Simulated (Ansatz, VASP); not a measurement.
Two plane-wave programs on MgO

The input INCAR:

```
PREC     = Accurate       # precision mode
ENCUT    = 520            # plane-wave cutoff, eV
EDIFF    = 1E-6           # SCF threshold, eV
ISMEAR   = 0              # smearing method
SIGMA    = 0.05           # smearing width, eV
LREAL    = False          # projectors in reciprocal space
LASPH    = True           # aspherical terms in the spheres
NELM     = 100            # most SCF steps
ALGO     = Normal         # electronic algorithm
ISIF     = 2              # what is computed and relaxed
LWAVE    = False          # write WAVECAR
LCHARG   = False          # write CHGCAR
GGA      = PS             # functional
NBANDS   = 26             # bands
```

The input KPOINTS:

```
regular mesh
0
Gamma
  9 9 4
```

Contents of POSCAR:

```
MgO
1.0
    3.2553371795      0.0000000000      0.0000000000
   -1.6276685897      2.8192046953      0.0000000000
    0.0000000000      0.0000000000     10.4149514991
Mg O
4 4
Direct
    0.3333333333      0.6666666667      0.9695963559
    0.0000000000      0.0000000000      0.2209473890
    0.0000000000      0.0000000000      0.7209473890
    0.6666666667      0.3333333333      0.4695963559
    0.3333333333      0.6666666667      0.7799156657
   -0.0798688387      0.0000000000      0.4920926037
    0.0000000000      0.0000000000      0.0295387694
    0.6666666667      0.3333333333      0.2799156657
```

Input for Ansatz:

```yaml
crystal:
  lattice:
    - [3.2553371795, 0.0, 0.0]
    - [-1.6276685897, 2.8192046953, 0.0]
    - [0.0, 0.0, 10.4149514991]
  atoms:
    - { symbol: Mg, position: [0.3333333333, 0.6666666667, 0.9695963559] }
    - { symbol: Mg, position: [0.0, 0.0, 0.220947389] }
    - { symbol: Mg, position: [0.0, 0.0, 0.720947389] }
    - { symbol: Mg, position: [0.6666666667, 0.3333333333, 0.4695963559] }
    - { symbol: O, position: [0.3333333333, 0.6666666667, 0.7799156657] }
    - { symbol: O, position: [-0.0798688387, 0.0, 0.4920926037] }
    - { symbol: O, position: [0.0, 0.0, 0.0295387694] }
    - { symbol: O, position: [0.6666666667, 0.3333333333, 0.2799156657] }
basis:
  ecutwfc: 420
kpoints:
  mp_grid: { grid: [9, 9, 4] }
hamiltonian:
  xc: pbesol
  pseudopotentials: { kind: paw, azcp: { folder: soft_1 } }
scf:
  occupations: { method: gaussian, width: 0.05 }
output:
  forces: true
  stress: true
  eigenvalues: true
  write_density: true
  write_potential: true
  elf: true
  volumetric_format: npy
```

Alike in both runs: task single point; functional PBEsol; k mesh 9 × 9 × 4; occupations gaussian, width 0.05 eV; no spin polarisation.

|  | VASP | Ansatz |
| --- | --- | --- |
| version | VASP 6.6.1 | Ansatz 0.2.0 |
| potentials or method | VASP PAW PBE potentials, release 64 (Mg, O), cutoff 520 eV | scalar-relativistic, plane waves, PAW |
| valence electrons in the cell | 32 | 64 |

Ansatz gave:

```
gap on the k mesh at the Fermi level (eV)                     : 2.04
least direct gap on the mesh (eV)                             : 2.04
pressure (GPa)                                                : 4.1
traceless stress, the component that is largest in VASP (GPa) : -7.07
rms of the force components (eV/Å)                            : 1.776
```

Task: Which values does VASP return?

Result: gap on the k mesh at the Fermi level (eV): 2.01; least direct gap on the mesh (eV): 2.01; pressure (GPa): 4.0; traceless stress, the component that is largest in VASP (GPa): -7.36; rms of the force components (eV/Å): 1.836.

VASP's potentials were made for PBE, not for PBEsol, and Ansatz warns of the same on its side. Atom by atom the forces differ by 0.063 eV/Å (rms over components). The functional is the same, so the differences come from potentials, cutoffs and numerics. VASP's potentials hold 32 valence electrons a cell and Ansatz's 64, so a difference there can come from the potentials and not from the codes.
